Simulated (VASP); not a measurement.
BaTiO3, 5 atoms in the cell. The structure is monoclinic, space group Cm (No. 8). The conventional cell has a = 5.573 Å, b = 5.741 Å, c = 4.019 Å, α = 90.00°, β = 92.45°, γ = 90.00°. Ba (site symmetry m) has 12 O at 2.75 to 2.92 Å and 8 Ti at 3.33 to 3.55 Å within 3.6 Å. Ti (site symmetry m) has 6 O at 1.87 to 2.15 Å within 2.5 Å. O (site symmetry m) has 2 Ti at 1.87 to 2.15 Å within 2.5 Å. O (site symmetry 1) has 2 Ti at 2.00 to 2.01 Å and 4 Ba at 2.75 to 2.92 Å and 8 O at 2.79 to 2.88 Å within 3.0 Å.  This cell differs from its parent crystal: equal xy, yz and zx shear strains of -3 %.

* Program: VASP 6.6.1
* Task: electric field gradients
* Functional: PBE
* Potentials or basis: VASP PAW PBE potentials, release 64 (Ba_sv, Ti_sv, O)
* Cutoff: 520 eV
* k mesh: 7 × 7 × 7
* Occupations: fermi-dirac, width 0.08 eV
* Spin: no spin polarisation
* Dipole correction: no
* Further INCAR settings: ALGO = Normal; EDIFF = 1e-08; NBANDS = 28

Potentials or basis: VASP PAW PBE potentials, release 64 (Ba_sv, Ti_sv, O).

Command:

```sh
$ cat potpaw_PBE.64/Ba_sv/POTCAR potpaw_PBE.64/Ti_sv/POTCAR potpaw_PBE.64/O/POTCAR > POTCAR
$ mpirun -np 1 vasp_std > vasp.out
```

Hardware: 1 thread of Intel(R) Xeon(R) 6975P-C (Granite Rapids), on a shared host.

Task: Estimate the wall time of this run.

Result: Run time: 93 s on 1 thread of Intel(R) Xeon(R) 6975P-C (Granite Rapids) (shared host), peak memory 0.3 GiB. Counts: scf iterations 19, k points 100.
